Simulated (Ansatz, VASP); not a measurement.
# One calculation of Al2Pt, two programs

```
Al Pt
1.0
     0.00000    2.95500    2.95500
     2.95500    0.00000    2.95500
     2.95500    2.95500    0.00000
Al Pt
2 1
Direct
  0.25000 0.25000 0.25000
  0.75000 0.75000 0.75000
  0.00000 0.00000 0.00000
```

Alike in both runs: task relaxation of cell and atoms; functional LDA; k mesh 9 × 9 × 9; occupations fermi-dirac, width 0.1 eV; no spin polarisation.

```csv
,VASP,Ansatz
version,VASP 6.6.1,Ansatz 0.2.0
potentials or method,"VASP PAW LDA potentials, release 64 (Al, Pt), cutoff 600 eV",PAW plane waves
valence electrons in the cell,16,24
```

```csv
,VASP,Ansatz,Ansatz less VASP
"gap on the k mesh at the Fermi level, each at its own relaxed structure (eV)",none,none,-
relaxed volume (Å³/atom),16.76,16.71,-0.053
relaxed length of the cell vector where the two differ most in proportion (Å),4.143,4.138,-0.0044
```

Ansatz warns that its potentials were made for another functional, while VASP's fit it. LDA's correlation is that of Perdew and Zunger in VASP and of Perdew and Wang (1992) in Ansatz. A gap of «none» marks a metal or a gap that the smearing closes. VASP's potentials hold 16 valence electrons a cell and Ansatz's 24, so a difference there can come from the potentials and not from the codes.

Neither program's run includes spin-orbit coupling.
